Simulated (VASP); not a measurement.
Crystal: TlAu3.

```
Tl Au
1.0
     4.32608    0.00000    0.00000
     0.00000    4.32608    0.00000
     0.00000    0.00000    4.32608
Tl Au
1 3
Direct
  0.00000 0.00000 0.00000
  0.00000 0.50000 0.50000
  0.50000 0.00000 0.50000
  0.50000 0.50000 0.00000
```

```yaml
Program: VASP 6.6.1
Task: relaxation of volume and atoms at fixed shape
Functional: PBEsol
Potentials_or_basis: VASP PAW PBE potentials, release 64 (Tl_d, Au)
Cutoff: 600 eV
k_mesh: 10 × 10 × 10
Occupations: fermi-dirac, width 0.1 eV
Spin: no spin polarisation
```

At the start: pressure -7.6 GPa; volume 20.24 Å³/atom.

Task: How do energy, volume and symmetry change on relaxing?

Result: Over 3 steps the energy falls by 41.1 meV/atom and the volume is 18.68 Å³/atom (-7.7 %); space group Pm-3m (No. 221, to 0.1 Å) before and after.

Step by step:
| step | energy change (eV) | largest force (eV/Å) | pressure (GPa) | volume (Å³) |
| --- | --- | --- | --- | --- |
| 1 | 0.0000 | 0.0000 | -7.59 | 80.96 |
| 2 | -0.0485 | 0.0000 | 9.03 | 70.23 |
| 3 | -0.1646 | 0.0000 | -0.08 | 74.73 |

Final structure:
```
Tl Au
1.0
     4.21204    0.00000    0.00000
     0.00000    4.21204    0.00000
     0.00000    0.00000    4.21204
Tl Au
1 3
Direct
  0.00000 0.00000 0.00000
  0.00000 0.50000 0.50000
  0.50000 0.00000 0.50000
  0.50000 0.50000 0.00000
```

Caveat: the PAW data sets were made with another functional, which shifts forces and pressure a little.
